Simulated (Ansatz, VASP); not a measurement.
**Y in VASP and in Ansatz**

INCAR

```
SYSTEM = Y
  PREC = Accurate
  ENCUT = 520
  EDIFF = 1E-6
  ISMEAR = -1
  SIGMA = 0.1
  LREAL = .False.
  LASPH = .True.
  NELM = 80
  ALGO = Normal
  ISIF = 2
  LWAVE = .False.
  LCHARG = .True.
  GGA = CA
  LELF = .True.
  LVHAR = .True.
  NBANDS = 24
```

File KPOINTS:

```
Automatic mesh
0
Gamma
  8 8 10
  0 0 0
```

The input POSCAR:

```
Y
1.0
    5.4021246857      0.0000000000      0.0000000000
   -2.7010623428      4.6783772123      0.0000000000
    0.0000000000      0.0000000000      3.3633917536
Y
3
Direct
    0.0000000000      0.0000000000      0.0000000000
    0.3333333333      0.6666666667      0.5000000000
    0.6666666667      0.3333333333      0.5000000000
```

Input for Ansatz:

```yaml
crystal:
  lattice:
    - [5.4021246857, 0.0, 0.0]
    - [-2.7010623428, 4.6783772123, 0.0]
    - [0.0, 0.0, 3.3633917536]
  atoms:
    - { symbol: "Y", position: [0.0, 0.0, 0.0] }
    - { symbol: "Y", position: [0.3333333333, 0.6666666667, 0.5] }
    - { symbol: "Y", position: [0.6666666667, 0.3333333333, 0.5] }
hamiltonian:
  xc: lda
  pseudopotentials:
    kind: paw
    azcp:
      "Y": "pseudopotentials/Y.paw.azcp"
basis:
  ecutwfc: 420
  fft_grid_basis: typed
kpoints:
  mp_grid: { grid: [8, 8, 10], shift: [0, 0, 0] }
magnetization:
  spin_polarized: false
scf:
  occupations: { method: fermi_dirac, width: 0.1 }
  lower_state_search: "off"
output:
  stress: true
```

Alike in both runs: task single point; functional LDA; k mesh 8 × 8 × 10; occupations fermi-dirac, width 0.1 eV; no spin polarisation.

|  | VASP | Ansatz |
| --- | --- | --- |
| version | VASP 6.6.1 | Ansatz 0.2.0 |
| potentials or method | VASP PAW LDA potentials, release 64 (Y_sv), cutoff 520 eV | plane waves (420 eV) with PAW, scalar-relativistic |
| valence electrons in the cell | 33 | 33 |

```tsv
	VASP	Ansatz	Ansatz less VASP
pressure (GPa)	1.8	1.9	+0.16
traceless stress, the component that is largest in VASP (GPa)	-0.15	-0.14	+0.014
```

Ansatz warns that its potentials were made for another functional, while VASP's fit it. LDA's correlation is that of Perdew and Zunger in VASP and of Perdew and Wang (1992) in Ansatz.
